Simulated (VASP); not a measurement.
Input of a VASP 6.6.1 run:

INCAR

```
SYSTEM = SiMo5
PREC     = Accurate       ! precision mode
ENCUT    = 520            ! plane-wave cutoff, eV
EDIFF    = 1E-6           ! SCF threshold, eV
ISMEAR   = 0              ! smearing method
SIGMA    = 0.1            ! smearing width, eV
LREAL    = .FALSE.        ! projectors in reciprocal space
LASPH    = .TRUE.         ! aspherical terms in the spheres
NELM     = 80             ! most SCF steps
ALGO     = Normal         ! electronic algorithm
ISIF     = 2              ! what is computed and relaxed
LWAVE    = .FALSE.        ! write WAVECAR
LCHARG   = .TRUE.         ! write CHGCAR
LDIPOL   = .TRUE.       
IDIPOL   = 3            
DIPOL    = 0.5 0.5 0.493
GGA      = PE             ! functional
LELF     = .TRUE.         ! ELF
LVHAR    = .TRUE.       
LVACPOTAV= .TRUE.       
NBANDS   = 46             ! bands
```

The input KPOINTS:

```
Automatic mesh
0
G
  9 9 1
  0 0 0
```

Contents of POSCAR:

```
SiMo5
1.0
    3.1604413623      0.0000000000      0.0000000000
    0.0000000000      3.1604413623      0.0000000000
    0.0000000000      0.0000000000     25.3208827246
Mo Si
5 1
Direct
    0.5000000000      0.5000000000      0.3356912984
    0.0000000000      0.0000000000      0.3980991023
    0.5000000000      0.5000000000      0.4592673596
    0.0000000000      0.0000000000      0.5233244668
    0.5000000000      0.5000000000      0.5823817106
    0.0000000000      0.5000000000      0.6603605161
```

Potentials or basis: VASP PAW PBE potentials, release 64 (Mo_sv, Si).

Launch:

```sh
$ cat potpaw_PBE.64/Mo_sv/POTCAR potpaw_PBE.64/Si/POTCAR > POTCAR
$ mpirun -np 1 vasp_std > vasp.out
```

(1) What does it give for the largest force?

(2) Predict the band gap on the k mesh.

Results:

(1) 1.189 eV/Å.

(2) zero (bands 37 and 38 overlap by 1.01 eV).
